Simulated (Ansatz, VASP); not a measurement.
## Two plane-wave programs on Ga3Se

```
Ga Se
1.0
     4.43246    0.00000    0.00000
     0.00000    4.43246    0.00000
     0.00000    0.00000    4.43246
Ga Se
3 1
Direct
  0.00000 0.50000 0.50000
  0.50000 0.00000 0.50000
  0.50000 0.50000 0.00000
  0.00000 0.00000 0.00000
```

Alike in both runs: task single point; functional PBEsol; k mesh 2 × 2 × 2; occupations gaussian, width 0.1 eV; no spin polarisation.

|  | VASP | Ansatz |
| --- | --- | --- |
| version | VASP 6.6.1 | Ansatz 0.2.0 |
| potentials or method | VASP PAW PBE potentials, release 64 (Ga_d, Se), cutoff 520 eV | scalar-relativistic, plane waves, PAW |
| valence electrons in the cell | 45 | 55 |

```tsv
	VASP	Ansatz	Ansatz less VASP
gap on the k mesh at the Fermi level (eV)	none	none	-
pressure (GPa)	0.7	0.8	+0.05
```

VASP's potentials were made for PBE, not for PBEsol. A gap of «none» marks a metal or a gap that the smearing closes. VASP's potentials hold 45 valence electrons a cell and Ansatz's 55, so a difference there can come from the potentials and not from the codes.

The k mesh is coarse, so the values compare programs but aren't converged.
